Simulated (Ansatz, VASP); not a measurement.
# One calculation of HfN, two programs

Contents of POSCAR:

```
HfN
1.0
    0.0000000000      2.4589045666      2.4589045666
    2.4589045666      0.0000000000      2.4589045666
    2.4589045666      2.4589045666      0.0000000000
Hf N
1 1
Direct
    0.0039000000      0.0013100000      0.0026400000
    0.7503800000      0.7548900000      0.7493100000
```

The input INCAR.step1:

```
SYSTEM = HfN
ALGO = Normal
EDIFF = 1E-4
ENCUT = 520
GGA = PE
ISMEAR = 1
LASPH = .True.
LCHARG = .False.
LREAL = .False.
LWAVE = .True.
NBANDS = 14
NELM = 100
PREC = Accurate
SIGMA = 0.1
```

Contents of INCAR.step2:

```
SYSTEM = HfN
ALGO = Normal
EDIFF = 1E-6
ENCUT = 520
ISIF = 2
ISMEAR = 1
ISTART = 1
IVDW = 13
LASPH = .True.
LCHARG = .True.
LELF = .True.
LMIXTAU = .True.
LREAL = .False.
LVHAR = .True.
LWAVE = .False.
METAGGA = R2SCAN
NBANDS = 14
NELM = 100
PREC = Accurate
SIGMA = 0.1
VDW_A1 = 0.51559235
VDW_A2 = 5.77342911
VDW_S6 = 1.0
VDW_S8 = 0.6018749
```

Contents of KPOINTS:

```
k-points
0
Gamma
  7 7 7
  0 0 0
```

Input for Ansatz:

```yaml
crystal:
  lattice:
    - [0.0, 2.4589045666008267, 2.4589045666008267]
    - [2.4589045666008267, 0.0, 2.4589045666008267]
    - [2.4589045666008267, 2.4589045666008267, 0.0]
  atoms:
    - { symbol: Hf, position: [0.0039, 0.00131, 0.00264] }
    - { symbol: "N", position: [0.75038, 0.75489, 0.74931] }
basis:
  ecutwfc: 650.0
  xc_grid: 2
kpoints:
  mp_grid:
    grid: [7, 7, 7]
hamiltonian:
  xc: r2scan
  dispersion: d4
scf:
  convergence:
    dr2_threshold: 1.0e-09
  occupations:
    method: cold
output:
  forces: true
  stress: true
```

Alike in both runs: task single point; functional r2SCAN; dispersion D4; k mesh 7 × 7 × 7; no spin polarisation.

|  | VASP | Ansatz |
| --- | --- | --- |
| version | VASP 6.6.1 | Ansatz 0.2.0 |
| potentials or method | VASP PAW PBE potentials, release 64 (Hf_pv, N), cutoff 520 eV | plane waves, PAW |
| occupations | methfessel-paxton of order 1, width 0.1 eV | cold |
| valence electrons in the cell | 15 | 31 |

```csv
,VASP,Ansatz,Ansatz less VASP
pressure (GPa),-5.6,-4.3,+1.36
"traceless stress, the component that is largest in VASP (GPa)",-0.95,-0.93,+0.012
rms of the force components (eV/Å),0.108,0.126,+0.0186
```

VASP's potentials were made for PBE, not for r2SCAN. Atom by atom the forces differ by 0.019 eV/Å (rms over components). VASP's potentials hold 15 valence electrons a cell and Ansatz's 31, so a difference there can come from the potentials and not from the codes. Ansatz's warnings: stress scf threshold loose.

Neither program's run includes spin-orbit coupling.
